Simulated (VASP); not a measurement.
# SrTe (Fm-3m) in VASP: a series of runs, part 3 of 3

VASP 6.6.1.

## Step 6: Single point, r2SCAN

This run uses another cell than the first one, of 37.69 Å³/atom, 0.966 times its volume.

File POSCAR:

```
SrTe
1.0
    0.0000000000      3.3527582064      3.3527582064
    3.3527582064      0.0000000000      3.3527582064
    3.3527582064      3.3527582064      0.0000000000
Sr Te
1 1
Direct
    0.0000000000      0.0000000000      0.0000000000
    0.5000000000      0.5000000000      0.5000000000
```

File INCAR.step1:

```
PREC = Accurate ; ENCUT = 550
ISMEAR = 0 ; SIGMA = 0.01
LREAL = F ; LASPH = T
NELM = 120 ; NBANDS = 15
GGA = PE ; ALGO = Normal
EDIFF = 1E-5 ; LWAVE = T
LCHARG = F ; GGA_COMPAT = F
```

File INCAR.step2:

```
PREC = Accurate ; ENCUT = 550
EDIFF = 1E-6 ; ISMEAR = 0
SIGMA = 0.01 ; LREAL = F
LASPH = T ; NELM = 120
ALGO = Normal ; ISIF = 2
LWAVE = F ; LCHARG = F
METAGGA = R2SCAN ; LMIXTAU = T
NBANDS = 15 ; ISTART = 1
GGA_COMPAT = F
```

File KPOINTS:

```
regular mesh
0
Gamma
  6 6 6
```

Potentials or basis: VASP PAW PBE potentials, release 64 (Sr_sv, Te).

On the command line:

```bash
$ cat potpaw_PBE.64/Sr_sv/POTCAR potpaw_PBE.64/Te/POTCAR > POTCAR
$ cp INCAR.step1 INCAR
$ mpirun -np 1 vasp_std > vasp.out
$ cp INCAR.step2 INCAR
$ mpirun -np 1 vasp_std > vasp.out
```

OUTCAR:

```text
PREC = Accurate
   ENCUT = 550
   EDIFF = 1E-6
   ISMEAR = 0
   LREAL = F
   LASPH = T
   NELM = 120
   ISIF = 2
   METAGGA = R2SCAN
   ISTART = 1

 ion  position               nearest neighbor table
   1  0.000  0.000  0.000-   2 3.35   2 3.35   2 3.35   2 3.35   2 3.35   2 3.35
   2  0.500  0.500  0.500-   1 3.35   1 3.35   1 3.35   1 3.35   1 3.35   1 3.35

  LATTYP: Found a face centered cubic cell.
 ALAT       =     6.7055164128

  Lattice vectors:

 A1 = (   0.0000000000,   3.3527582064,   3.3527582064)
 A2 = (   3.3527582064,   0.0000000000,   3.3527582064)
 A3 = (   3.3527582064,   3.3527582064,   0.0000000000)

Analysis of symmetry for initial positions (statically):
=====================================================================
 Subroutine PRICEL returns:
 Original cell was already a primitive cell.

 Routine SETGRP: Setting up the symmetry group for a
 face centered cubic supercell.

 Subroutine GETGRP returns: Found 48 space group operations
 (whereof 48 operations were pure point group operations)
 out of a pool of 48 trial point group operations.

The static configuration has the point symmetry O_h .

Analysis of symmetry for dynamics (positions and initial velocities):
=====================================================================
 Subroutine PRICEL returns:
 Original cell was already a primitive cell.

 Routine SETGRP: Setting up the symmetry group for a
 face centered cubic supercell.

 Subroutine GETGRP returns: Found 48 space group operations
 (whereof 48 operations were pure point group operations)
 out of a pool of 48 trial point group operations.

The dynamic configuration has the point symmetry O_h .

 Subroutine INISYM returns: Found 48 space group operations
 (whereof 48 operations are pure point group operations),
 and found     1 'primitive' translations

----------------------------------------------------------------------------------------

                                     Primitive cell

  volume of cell :      75.3766

  direct lattice vectors                    reciprocal lattice vectors
     0.000000000  3.352758206  3.352758206    -0.149130945  0.149130945  0.149130945
     3.352758206  0.000000000  3.352758206     0.149130945 -0.149130945  0.149130945
     3.352758206  3.352758206  0.000000000     0.149130945  0.149130945 -0.149130945

  length of vectors
     4.741516127  4.741516127  4.741516127     0.258302374  0.258302374  0.258302374

  position of ions in fractional coordinates (direct lattice)
     0.000000000  0.000000000  0.000000000
     0.500000000  0.500000000  0.500000000

  ion indices of the primitive-cell ions
   primitive index   ion index
                 1           1
                 2           2

----------------------------------------------------------------------------------------

 KPOINTS: regular mesh

Automatic generation of k-mesh.
 Grid dimensions read from file:
 generate k-points for:    6    6    6

 Generating k-lattice:

  Cartesian coordinates                     Fractional coordinates (reciprocal lattice)
[... 21 lines left out ...]
  0.166667  0.166667  0.000000      6.000000
  0.333333  0.166667  0.000000     24.000000
[... 8 lines left out ...]
 -0.333333  0.333333  0.166667     24.000000
 -0.333333  0.500000  0.166667     12.000000
   k-points           NKPTS =     16   k-points in BZ     NKDIM =     16   number of bands    NBANDS=     15
   number of dos      NEDOS =    301   number of ions     NIONS =      2
   total plane-waves  NPLWV =  46656
   dimension x,y,z NGX =    36 NGY =   36 NGZ =   36
   dimension x,y,z NGXF=    72 NGYF=   72 NGZF=   72
   ions per type =               1   1
   NGX,Y,Z   is equivalent  to a cutoff of  12.62, 12.62, 12.62 a.u.
   NGXF,Y,Z  is equivalent  to a cutoff of  25.24, 25.24, 25.24 a.u.
 SYSTEM =  unknown system
   PREC   = accura    normal or accurate (medium, high low for compatibility)
   ISTART =      1    job   : 0-new  1-cont  2-samecut
   ICHARG =      0    charge: 1-file 2-atom 10-const
   ISPIN  =      1    spin polarized calculation?
   LNONCOLLINEAR =      F non collinear calculations
   LSORBIT =      F    spin-orbit coupling
   LASPH  =      T    aspherical Exc in radial PAW
   ENCUT  =  550.0 eV  40.42 Ry    6.36 a.u.   9.07  9.07  9.07*2*pi/ulx,y,z
   NELM   =    120;   NELMIN=  2; NELMDL=  0     # of ELM steps
   EDIFF  = 0.1E-05   stopping-criterion for ELM
   LREAL  =      F    real-space projection
   EDIFFG = 0.1E-04   stopping-criterion for IOM
   NSW    =      0    number of steps for IOM
   IBRION =     -1    ionic relax: 0-MD 1-quasi-New 2-CG
   NFREE  =      0    steps in history (QN), initial steepest desc. (CG)
   ISIF   =      2    stress and relaxation
   ISYM   =      2    0-nonsym 1-usesym 2-fastsym
   POTIM  = 0.5000    time-step for ionic-motion
   TEBEG  =    0.0;   TEEND  =   0.0 temperature during run
   PSTRESS=    0.0 pullay stress
   NELECT =      16.0000    total number of electrons
   NUPDOWN=      -1.0000    fix difference up-down
   EMIN   =  10.00;   EMAX   =-10.00  energy-range for DOS
   EFERMI =   0.00;   METHOD = LEGACY
   ISMEAR =     0;   SIGMA  =   0.01  broadening in eV -4-tet -1-fermi 0-gaus
   EFERMI_NEDOS =   21; number of points for ismear=-14 and -15
   IALGO  =     38    algorithm
   IMIX   =      4    mixing-type and parameters
     AMIX     =   0.40;   BMIX     =  1.00
     AMIX_MAG =   1.60;   BMIX_MAG =  1.00
  volume/ion in A,a.u.               =      37.69       254.33
  Fermi-wavevector in a.u.,A,eV,Ry     =   0.976568  1.845446 12.975679  0.953686
  Thomas-Fermi vector in A             =   2.107197
   LORBIT       =      0    0 simple, 1 ext, 2 COOP (PROOUT), +10 PAW based schemes
   METAGGA = R2SCAN    functional components
   LHFCALC =     F    Hartree Fock is set to
   AEXX    =    0.0000 exact exchange contribution
   IVDW    =     0    specifies the selected vdW correction
   LEPSILON=     F    determine dielectric tensor
   LRPA    =     F    only Hartree local field effects (RPA)
 non-spin polarized calculation
 Gauss-broadening in eV      SIGMA  =   0.01
  energy-cutoff  :      550.00
  volume of cell :       75.38
 maximum number of plane-waves:      2229
   NGX = 19   NGY = 19   NGZ = 19

 number of electron      16.0000000 magnetization

 Free energy of the ion-electron system (eV)
  ---------------------------------------------------
  ext. energy  EPLUGINS =         0.00000000
  ---------------------------------------------------
  free energy    TOTEN  =       -44.59693030 eV

  energy without entropy =      -44.59693030  energy(sigma->0) =      -44.59693030

 E-fermi :   2.5424     XC(G=0):  -8.8050

 val. band max:        2.4881751604   @ k =   0.0000   0.0000   0.0000
 cond. band min:       4.6315759351   @ k =   0.5000   0.5000   0.0000
 fundamental gap:      2.1434007746
 Fermi energy:         2.5423560604

 k-point     1 :       0.0000    0.0000    0.0000
  band No.  band energies     occupation
      1     -33.4578      2.00000
      2     -14.8209      2.00000
      3     -14.8209      2.00000
      4     -14.8209      2.00000
      5      -7.7190      2.00000
      6       2.4882      2.00000
      7       2.4882      2.00000
      8       2.4882      2.00000
      9       6.0068      0.00000
     10       6.2284      0.00000
     11       6.2284      0.00000
     12       6.2284      0.00000
     13       6.9026      0.00000
     14       6.9026      0.00000
[... 257 lines left out ...]
      2     -14.8863      2.00000
      3     -14.8635      2.00000
      4     -14.8579      2.00000
      5      -7.1900      2.00000
      6       0.6959      2.00000
      7       1.1828      2.00000
      8       1.2489      2.00000
      9       5.7955      0.00000
     10       7.4690      0.00000
     11       8.0102      0.00000
     12       8.7232      0.00000
     13       9.1634      0.00000
     14       9.5104      0.00000
     15      11.5643      0.00000

------------------------ aborting loop because EDIFF is reached ----------------------------------------

  FORCE on cell =-STRESS in cart. coord.  units (eV):
  Direction    XX          YY          ZZ          XY          YZ          ZX
  --------------------------------------------------------------------------------------
  -------------------------------------------------------------------------------------
  Total        0.0484773      0.0484773      0.0484773      0.0000000      0.0000000      0.0000000
  in kB        1.0304155      1.0304155      1.0304155      0.0000000      0.0000000      0.0000000
  external PRESSURE =       1.0304155 kB  Pullay stress =       0.0000000 kB

 VOLUME and BASIS-vectors are now :
 -----------------------------------------------------------------------------
  energy-cutoff  :      550.00
  volume of cell :       75.38
      direct lattice vectors                 reciprocal lattice vectors
     0.000000000  3.352758206  3.352758206    -0.149130945  0.149130945  0.149130945
     3.352758206  0.000000000  3.352758206     0.149130945 -0.149130945  0.149130945
     3.352758206  3.352758206  0.000000000     0.149130945  0.149130945 -0.149130945

 POSITION                                       TOTAL-FORCE (eV/Angst)
 -----------------------------------------------------------------------------------
      0.00000      0.00000      0.00000         0.000000     -0.000000     -0.000000
      3.35276      3.35276      3.35276        -0.000000      0.000000      0.000000
 -----------------------------------------------------------------------------------
    total drift:                                0.000000      0.000000      0.000000

  FREE ENERGIE OF THE ION-ELECTRON SYSTEM (eV)
  ---------------------------------------------------
  free  energy   TOTEN  =       -44.5969303015 eV

  energy  without entropy=      -44.5969303015  energy(sigma->0) =      -44.59693030
```

OUTCAR.step1:

```text
PREC = Accurate
   ENCUT = 550
   ISMEAR = 0
   LREAL = F
   LASPH = T
[... 497 lines left out ...]
 -----------------------------------------------------------------------------------
      0.00000      0.00000      0.00000        -0.000000     -0.000000     -0.000000
      3.35276      3.35276      3.35276         0.000000      0.000000      0.000000
 -----------------------------------------------------------------------------------
    total drift:                                0.000000      0.000000      0.000000

  FREE ENERGIE OF THE ION-ELECTRON SYSTEM (eV)
  ---------------------------------------------------
  free  energy   TOTEN  =        -8.2674766705 eV

  energy  without entropy=       -8.2674766705  energy(sigma->0) =       -8.26747667
```

OSZICAR.step1:

```text
N       E                     dE             d eps       ncg     rms          rms(c)
DAV:   1     0.688228160827E+02    0.68823E+02   -0.69543E+03   480   0.963E+02
DAV:   2    -0.449635753520E+01   -0.73319E+02   -0.69489E+02   627   0.182E+02
DAV:   3    -0.825031619456E+01   -0.37540E+01   -0.37368E+01   745   0.352E+01
DAV:   4    -0.836030542175E+01   -0.10999E+00   -0.10996E+00   606   0.575E+00
DAV:   5    -0.836193280795E+01   -0.16274E-02   -0.16273E-02   712   0.707E-01    0.145E+01
DAV:   6    -0.826219464246E+01    0.99738E-01   -0.13466E-01   571   0.211E+00    0.863E+00
DAV:   7    -0.826699820424E+01   -0.48036E-02   -0.16787E-01   607   0.256E+00    0.109E+00
DAV:   8    -0.826708791292E+01   -0.89709E-04   -0.20841E-02   508   0.698E-01    0.394E-01
DAV:   9    -0.826722027477E+01   -0.13236E-03   -0.88374E-04   620   0.207E-01    0.189E-01
DAV:  10    -0.826745728994E+01   -0.23702E-03   -0.18030E-04   515   0.787E-02    0.424E-02
DAV:  11    -0.826747489734E+01   -0.17607E-04   -0.15546E-05   620   0.207E-02    0.421E-02
DAV:  12    -0.826747667050E+01   -0.17732E-05   -0.93882E-06   395   0.152E-02
   1 F= -.82674767E+01 E0= -.82674767E+01  d E =-.915167E-20
```

It took 58 s on 1 thread of AMD EPYC 9R45 (Zen 5), shared host; peak memory 0.19 GiB.

Results:

```
Free energy            : -44.5969 eV
Pressure               : 0.1 GPa
Band gap on the k mesh : 2.14 eV, indirect (least direct gap 2.89 eV)
```

Levels at points of the mesh, in eV from the valence-band top:
```tsv
k point	band 6	band 7	band 8	band 9	band 10	band 11
(0.00, 0.00, 0.00)	0.00	0.00	0.00	3.52	3.74	3.74
(0.50, 0.00, 0.00)	-2.76	-1.07	-1.07	4.36	5.70	5.87
(0.50, 0.50, 0.00)	-1.98	-0.74	-0.74	2.14	4.53	5.33
```

Caveat: the PAW data sets were made with another functional, which shifts forces and pressure a little; spin-orbit coupling is left out, which moves the levels of the heavy elements.

## Step 7: Overview

| level | cell | cutoff (eV) | gap on the mesh (eV) | pressure (GPa) |
| --- | --- | --- | --- | --- |
| PBE | a = 4.796 Å, angles 60.0°, 2 atoms | 500 | 1.83 | -0.8 |
| PBE | a = 4.842 Å, angles 60.0°, 2 atoms | 500 | 1.89 | -1.6 |
| r2SCAN | a = 4.645 Å, angles 60.0°, 2 atoms | 550 | 1.98 | 2.6 |
| r2SCAN | a = 4.694 Å, angles 60.0°, 2 atoms | 550 | 2.07 | 1.3 |
| r2SCAN | a = 4.742 Å, angles 60.0°, 2 atoms | 550 | 2.14 | 0.1 |

Alike in all rows: task single point; potentials or basis VASP PAW PBE potentials, release 64 (Sr_sv, Te); no spin polarisation; k mesh 6 × 6 × 6; smearing gaussian 0.01 eV.

Caveats: spin-orbit coupling is left out, which moves the levels of the heavy elements; the PAW data sets were made with another functional, which shifts forces and pressure a little (some runs).

Absolute energies hang on the potentials; compare differences alone.
